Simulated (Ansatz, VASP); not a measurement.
# BiSb in VASP and in Ansatz

```
CELL_PARAMETERS angstrom
2.22630 1.28535 3.97515
-2.22630 1.28535 3.97515
0.00000 -2.57070 3.97515
ATOMIC_POSITIONS crystal
Sb 0.76803 0.76803 0.76803
Bi 0.23197 0.23197 0.23197
```

Alike in both runs: task single point; functional LDA; k mesh 6 × 6 × 6; no spin polarisation.

|  | VASP | Ansatz |
| --- | --- | --- |
| version | VASP 6.6.1 | Ansatz 0.2.0 |
| potentials or method | VASP PAW LDA potentials, release 64 (Sb, Bi_d) | plane waves, PAW |
| plane-wave cutoff (eV) | 520 | 420 |
| occupations | methfessel-paxton of order 1, width 0.01 eV | cold, width 0.01 eV |
| valence electrons in the cell | 20 | 30 |

VASP gave:

| Item | Value |
| --- | --- |
| gap on the k mesh at the Fermi level (eV) | 0.11 |
| pressure (GPa) | -2.6 |
| traceless stress, the component that is largest in VASP (GPa) | -0.26 |
| rms of the force components (eV/Å) | 0.037 |

Problem. Which values does Ansatz return?

Solution. gap on the k mesh at the Fermi level (eV): 0.11; pressure (GPa): -2.7; traceless stress, the component that is largest in VASP (GPa): -0.23; rms of the force components (eV/Å): 0.055.

LDA's correlation is that of Perdew and Zunger in VASP and of Perdew and Wang (1992) in Ansatz. Atom by atom the forces differ by 0.018 eV/Å (rms over components). VASP's potentials hold 20 valence electrons a cell and Ansatz's 30, so a difference there can come from the potentials and not from the codes.

Neither program's run includes spin-orbit coupling.
